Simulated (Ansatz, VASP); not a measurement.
ZnO in VASP and in Ansatz

The input INCAR:

```
  ALGO = Normal
  EDIFF = 1E-7
  ENCUT = 520
  GGA = PE
  ISIF = 2
  ISMEAR = 0
  LASPH = True
  LCHARG = False
  LREAL = False
  LWAVE = False
  NBANDS = 26
  NELM = 60
  PREC = Accurate
  SIGMA = 0.02
```

Contents of KPOINTS:

```
k-points
0
Gamma
  12 12 6
```

Contents of POSCAR:

```
ZnO
1.0
    3.2550856429      0.0000000000      0.0000000000
   -1.6275428214      2.8189868583      0.0000000000
    0.0000000000      0.0000000000      5.2540042660
Zn O
2 2
Direct
    0.6666666667      0.3333333333      0.5006231443
    0.3333333333      0.6666666667      0.0006231443
    0.6666666667      0.3333333333      0.8796868557
    0.3333333333      0.6666666667      0.3796868557
```

Input for Ansatz:

```yaml
crystal:
  lattice:
    - [3.2550856429, 0.0, 0.0]
    - [-1.6275428214, 2.8189868583, 0.0]
    - [0.0, 0.0, 5.254004266]
  atoms:
    - { symbol: Zn, position: [0.6666666667, 0.3333333333, 0.5006231443] }
    - { symbol: Zn, position: [0.3333333333, 0.6666666667, 0.0006231443] }
    - { symbol: O, position: [0.6666666667, 0.3333333333, 0.8796868557] }
    - { symbol: O, position: [0.3333333333, 0.6666666667, 0.3796868557] }
basis:
  ecutwfc: 420
kpoints:
  mp_grid: { grid: [12, 12, 6] }
  band_path: { path: [VBM, CBM], npoints: 2 }
hamiltonian:
  xc: pbe
scf:
  occupations: { method: gaussian, width: 0.02 }
output:
  forces: true
  stress: true
  eigenvalues: true
checkpoint:
  read: start.run
  write: ck
  compress: false
  write_wavefunctions: false
  write_every: 100000
```

Alike in both runs: task single point; functional PBE; k mesh 12 × 12 × 6; occupations gaussian, width 0.02 eV; no spin polarisation.

|  | VASP | Ansatz |
| --- | --- | --- |
| version | VASP 6.6.1 | Ansatz 0.2.0 |
| potentials or method | VASP PAW PBE potentials, release 64 (Zn, O), cutoff 520 eV | scalar-relativistic, plane waves, PAW |
| valence electrons in the cell | 36 | 36 |

```csv
,VASP,Ansatz,Ansatz less VASP
gap on the k mesh at the Fermi level (eV),0.76,0.78,+0.016
least direct gap on the mesh (eV),0.76,0.78,+0.016
pressure (GPa),4.0,3.0,-0.98
```

With one functional, cell and mesh, what is left measures potentials, basis and numerics.
